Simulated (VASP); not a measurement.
TiAl, 2 atoms in the cell. The structure is hexagonal, space group P6/mmm (No. 191). Conventional cell: a = 2.808 Å, b = 2.808 Å, c = 5.347 Å, α = 90.00°, β = 90.00°, γ = 120.00°. Within 3.5 Å of Ti (site symmetry 6/mmm) lie 2 Al at 2.67 Å and 6 Ti at 2.81 Å. Al (site symmetry 6/mmm) has 2 Ti at 2.67 Å and 6 Al at 2.81 Å within 3.5 Å. The cell was built from a structure type or drawn by symmetry, and may not be a known phase.

* Program: VASP 6.6.1
* Task: relaxation of cell and atoms
* Functional: PBE
* Potentials or basis: VASP PAW PBE potentials, release 64 (Ti_sv, Al)
* Cutoff: 600 eV
* k mesh: 24 × 24 × 10
* Occupations: gaussian, width 0.1 eV
* Spin: no spin polarisation
* Dipole correction: no
* Further INCAR settings: ALGO = Fast; EDIFF = 1e-06; IBRION = 2; EDIFFG = -0.01; NSW = 100; ISIF = 3

Potentials or basis: VASP PAW PBE potentials, release 64 (Ti_sv, Al).

Command:

```console
$ cat potpaw_PBE.64/Ti_sv/POTCAR potpaw_PBE.64/Al/POTCAR > POTCAR
$ mpirun -np 1 vasp_std > vasp.out
```

Hardware: 1 thread of Intel Xeon 8259CL, with other jobs on the host.

Question: How long does it take, and how much memory?

Answer: Wall time 12 min on 1 thread of Intel Xeon 8259CL, with other jobs on the host, peak memory 0.35 GiB. Counts: scf iterations 52, k points 366, ion steps 4.
